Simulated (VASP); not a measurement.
The system is InRu3.

```
In Ru
1.0
     0.00000    3.41930    3.41930
     3.41930    0.00000    3.41930
     3.41930    3.41930    0.00000
In Ru
1 3
Direct
  0.00000 0.00000 0.00000
  0.25000 0.25000 0.25000
  0.75000 0.75000 0.75000
  0.50000 0.50000 0.50000
```

- Program: VASP 6.6.1
- Task: relaxation of cell and atoms
- Functional: PBE
- Potentials or basis: VASP PAW PBE potentials, release 64 (In_d, Ru_pv)
- Cutoff: 600 eV
- k mesh: 4 × 4 × 4
- Occupations: gaussian, width 0.1 eV
- Spin: no spin polarisation

At the start: pressure -28.6 GPa; volume 19.99 Å³/atom.

Question: Where does the relaxation end?

Answer: Over 5 steps the energy falls by 518.1 meV/atom and the volume is 15.52 Å³/atom (-22.3 %); space group Fm-3m (No. 225, to 0.05 Å).

The path:
```csv
step,energy change (eV),largest force (eV/Å),pressure (GPa),volume (Å³)
1,0.0000,0.0000,-28.65,79.95
2,3.5430,0.0000,145.30,45.32
3,-2.0553,0.0000,-4.18,63.38
4,-2.0696,0.0000,-1.71,62.60
5,-2.0723,0.0000,0.03,62.09
```

Final structure:
```
CELL_PARAMETERS angstrom
0.00000 3.14290 3.14290
3.14290 0.00000 3.14290
3.14290 3.14290 0.00000
ATOMIC_POSITIONS crystal
In 0.00000 0.00000 0.00000
Ru 0.25000 0.25000 0.25000
Ru 0.75000 0.75000 0.75000
Ru 0.50000 0.50000 0.50000
```

Caveat: the k points lie up to 0.43 Å⁻¹ apart in the final cell; the volume moved by over 15 % at a fixed basis, so the end points are rough.
